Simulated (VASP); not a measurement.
Input of a VASP 6.6.1 run:

Contents of POSCAR:

```
Pt
1.0
    2.7647758836      0.0000000000      0.0000000000
   -1.3823879418      2.3943661509      0.0000000000
    0.0000000000      0.0000000000      9.2808360001
Pt
4
Direct
    1.0000000000      1.0000000000      0.0000000000
    1.0000000000      1.0000000000      0.5000000000
    0.3333333333      0.6666666667      0.2500000000
    0.6666666667      0.3333333333      0.7500000000
```

File INCAR.step1:

```
ALGO = Normal
EDIFF = 1E-5
ENCUT = 550
GGA = PE
GGA_COMPAT = F
ISMEAR = -1
LASPH = T
LCHARG = F
LREAL = F
LWAVE = T
NBANDS = 28
NELM = 120
PREC = Accurate
SIGMA = 0.1
```

Contents of INCAR.step2:

```
ALGO = Normal
EDIFF = 1E-6
ENCUT = 550
GGA_COMPAT = F
ISIF = 2
ISMEAR = -1
ISTART = 1
LASPH = T
LCHARG = F
LMIXTAU = T
LREAL = F
LWAVE = F
METAGGA = R2SCAN
NBANDS = 28
NELM = 120
PREC = Accurate
SIGMA = 0.1
```

The input KPOINTS:

```
k-points
0
Gamma
  13 13 4
```

Potentials or basis: VASP PAW PBE potentials, release 64 (Pt).

Launch:

```bash
$ cat potpaw_PBE.64/Pt/POTCAR > POTCAR
$ cp INCAR.step1 INCAR
$ mpirun -np 1 vasp_std > vasp.out
$ cp INCAR.step2 INCAR
$ mpirun -np 1 vasp_std > vasp.out
```

Problem. Predict the band gap on the k mesh.

Solution. Zero (bands 20 and 21 overlap by 1.37 eV).

Problem. Predict the pressure.

Solution. 0.7 GPa.

Stress tensor (GPa, compression positive):
```
0.75 0.00 0.00
0.00 0.75 0.00
0.00 0.00 0.57
```

Caveat: the PAW data sets were made with another functional, which shifts forces and pressure a little; spin-orbit coupling is left out, which moves the levels of the heavy elements.
